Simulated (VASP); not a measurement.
Input of a VASP 6.6.1 run:

The input INCAR:

```
SYSTEM = Al3BP4
ALGO     = Normal         ! electronic algorithm
EDIFF    = 1E-6           ! SCF threshold, eV
ENCUT    = 520            ! plane-wave cutoff, eV
GGA      = PE             ! functional
ISIF     = 2              ! what is computed and relaxed
ISMEAR   = 0              ! smearing method
LASPH    = .TRUE.         ! aspherical terms in the spheres
LCHARG   = .FALSE.        ! write CHGCAR
LREAL    = .FALSE.        ! projectors in reciprocal space
LWAVE    = .FALSE.        ! write WAVECAR
NBANDS   = 26             ! bands
NELM     = 80             ! most SCF steps
PREC     = Accurate       ! precision mode
SIGMA    = 0.1            ! smearing width, eV
```

Contents of KPOINTS:

```
k-points
0
G
  6 6 6
  0 0 0
```

The input POSCAR:

```
Al3BP4
1.0
   -2.5631265500      2.5631265500      5.1262531100
    2.5631265500     -2.5631265500      5.1262531100
    2.5631265500      2.5631265500     -5.1262531100
Al B P
3 1 4
Direct
    0.7500000000      0.2500000000      0.5000000000
    0.0000000000      0.0000000000      0.0000000000
    0.2500000000      0.7500000000      0.5000000000
    0.5000000000      0.5000000000      0.0000000000
    0.8750000000      0.3750000000      0.0000000000
    0.1250000000      0.1250000000      0.5000000000
    0.3750000000      0.8750000000      0.0000000000
    0.6250000000      0.6250000000      0.5000000000
```

Potentials or basis: VASP PAW PBE potentials, release 64 (Al, B, P).

Run with:

```console
$ cat potpaw_PBE.64/Al/POTCAR potpaw_PBE.64/B/POTCAR potpaw_PBE.64/P/POTCAR > POTCAR
$ mpirun -np 1 vasp_std > vasp.out
```

Problem. Estimate the largest force.

Solution. 3.372 eV/Å.

Problem. Predict the band gap on the k mesh.

Solution. 1.10 eV, indirect (least direct gap 1.40 eV).

Forces in eV/Å, atoms in the order of the input:
```
Al   0.000  0.000  0.000
Al   0.000  0.000  0.000
Al   0.000  0.000  0.000
B    0.000  0.000  0.000
P    1.994 -1.994 -1.850
P    1.994  1.994  1.850
P   -1.994  1.994 -1.850
P   -1.994 -1.994  1.850
```

Caveat: forces of over 1 eV/Å act on the atoms, so gaps and moduli don't describe the material at rest. A k mesh can miss the band edges.
